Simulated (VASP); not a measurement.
# NaSrI3: relaxation of cell and atoms with PBEsol

The system is NaSrI3.

```
Na Sr I
1.0
     6.61371    0.00000    0.00000
     0.00000    6.61371    0.00000
     0.00000    0.00000    6.61371
Na Sr I
1 1 3
Direct
  0.00000 0.00000 0.00000
  0.50000 0.50000 0.50000
  0.50000 0.50000 0.00000
  0.50000 0.00000 0.50000
  0.00000 0.50000 0.50000
```

```yaml
Program: VASP 6.6.1
Task: relaxation of cell and atoms
Functional: PBEsol
Potentials_or_basis: VASP PAW PBE potentials, release 64 (Na_pv, Sr_sv, I)
Cutoff: 500 eV
k_mesh: 4 × 4 × 4
Occupations: fermi-dirac, width 0.03 eV
Spin: no spin polarisation
Dipole_correction: no
Further_INCAR_settings: ALGO = Normal; EDIFF = 1e-07; IBRION = 2; EDIFFG = -0.01; NSW = 100; ISIF = 3
```

The relaxed volume is 50.12 Å³/atom. The relaxed cell is a = 6.305 Å, b = 6.305 Å, c = 6.305 Å, α = 90.00°, β = 90.00°, γ = 90.00° and the space group after relaxing (to 0.1 Å) is Pm-3m (No. 221). The energy gained by relaxing is 41.4 meV/atom. The ionic steps are 4 and the pressure after relaxing is 0.0 GPa. The band gap on the k mesh is 2.43 eV (least direct gap 2.70 eV).

The path:
| step | energy change (eV) | largest force (eV/Å) | pressure (GPa) | volume (Å³) |
| --- | --- | --- | --- | --- |
| 1 | 0.0000 | 0.0000 | -1.51 | 289.29 |
| 2 | -0.1643 | 0.0000 | -0.80 | 267.03 |
| 3 | -0.2067 | 0.0000 | -0.09 | 252.32 |
| 4 | -0.2071 | 0.0000 | 0.01 | 250.62 |

Final structure:
```cif
data_structure
_symmetry_space_group_name_H-M 'P 1'
_symmetry_Int_Tables_number 1
_cell_length_a 6.3048
_cell_length_b 6.3048
_cell_length_c 6.3048
_cell_angle_alpha 90.000
_cell_angle_beta 90.000
_cell_angle_gamma 90.000
_cell_volume 250.62
loop_
_atom_site_label
_atom_site_type_symbol
_atom_site_fract_x
_atom_site_fract_y
_atom_site_fract_z
_atom_site_occupancy
Na1 Na 0.00000 0.00000 0.00000 1
Sr1 Sr 0.50000 0.50000 0.50000 1
I1 I 0.50000 0.50000 0.00000 1
I2 I 0.50000 0.00000 0.50000 1
I3 I 0.00000 0.50000 0.50000 1
```

Levels at points of the mesh, in eV from the valence-band top:
```
           k point  band 15  band 16  band 17  band 18  band 19  band 20  band 21  band 22  band 23
(0.00, 0.00, 0.00)    -0.56    -0.56    -0.27    -0.27    -0.27     2.43     4.05     4.05     4.05
(0.50, 0.00, 0.00)    -0.94    -0.94    -0.68    -0.36    -0.36     3.61     4.15     4.40     5.25
(0.50, 0.50, 0.00)    -0.91    -0.91    -0.90    -0.90    -0.01     3.65     5.35     5.44     5.44
(0.50, 0.50, 0.50)    -1.40    -1.40     0.00     0.00     0.00     2.87     5.73     5.73     5.73
```

It took 3.3 min on 1 thread of Intel(R) Xeon(R) Platinum 8259CL CPU @ 2.50GHz (Skylake/Cascade Lake), on a shared host, peak memory 0.38 GiB.

Caveat: the PAW data sets were made with another functional, which shifts forces and pressure a little; spin-orbit coupling is left out, which moves the levels of the heavy elements. A k mesh can miss the band edges.
